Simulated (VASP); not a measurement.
Write the native input for VASP 6.6.1 that does the following.

- Task: single point
- Functional: PBE
- Potentials or basis: VASP PAW PBE potentials, release 64 (Mg, W_sv, O)
- Cutoff: 520 eV
- k mesh: 4 × 4 × 4
- Occupations: gaussian, width 0.1 eV
- Spin: no spin polarisation
- Dipole correction: no
- Further INCAR settings: ALGO = Normal; EDIFF = 1e-07; NBANDS = 30

The structure of Mg2WO4 lies in POSCAR:

```
Mg2WO4
1.0
    0.0000000000      3.5525981000      3.5525981000
    3.5525981000      0.0000000000      3.5525981000
    3.5525981000      3.5525981000      0.0000000000
Mg W O
2 1 4
Direct
    0.0000000000      0.0000000000      0.0000000000
    0.7500000000      0.7500000000      0.7500000000
    0.5000000000      0.5000000000      0.5000000000
    0.3384424900      0.3384424900      0.3384424900
    0.3384424900      0.3384424900      0.9846725400
    0.3384424900      0.9846725400      0.3384424900
    0.9846725400      0.3384424900      0.3384424900
```

One way to write it, as run:

INCAR

```
ALGO = Normal
EDIFF = 1E-7
ENCUT = 520
GGA = PE
ISIF = 2
ISMEAR = 0
LASPH = T
LCHARG = F
LREAL = F
LWAVE = F
NBANDS = 30
NELM = 100
PREC = Accurate
SIGMA = 0.1
```

KPOINTS

```
k-points
0
Gamma
  4 4 4
```

Potentials or basis: VASP PAW PBE potentials, release 64 (Mg, W_sv, O).

Launch:

```console
$ cat potpaw_PBE.64/Mg/POTCAR potpaw_PBE.64/W_sv/POTCAR potpaw_PBE.64/O/POTCAR > POTCAR
$ mpirun -np 1 vasp_std > vasp.out
```

Results of the run:

The pressure is 17.3 GPa and the largest force is 12.649 eV/Å. The band gap on the k mesh is zero (band 21 reaches 5.35 eV, above the bottom of band 22 at 5.33 eV).

Caveat: the k points lie up to 0.38 Å⁻¹ apart; spin-orbit coupling is left out, which moves the levels of the heavy elements; forces of over 1 eV/Å act on the atoms, so gaps and moduli don't describe the material at rest.

Run time: 36 s on 1 thread of AMD EPYC 7R13 Processor (Zen 3), on a shared host, peak memory 0.21 GiB.
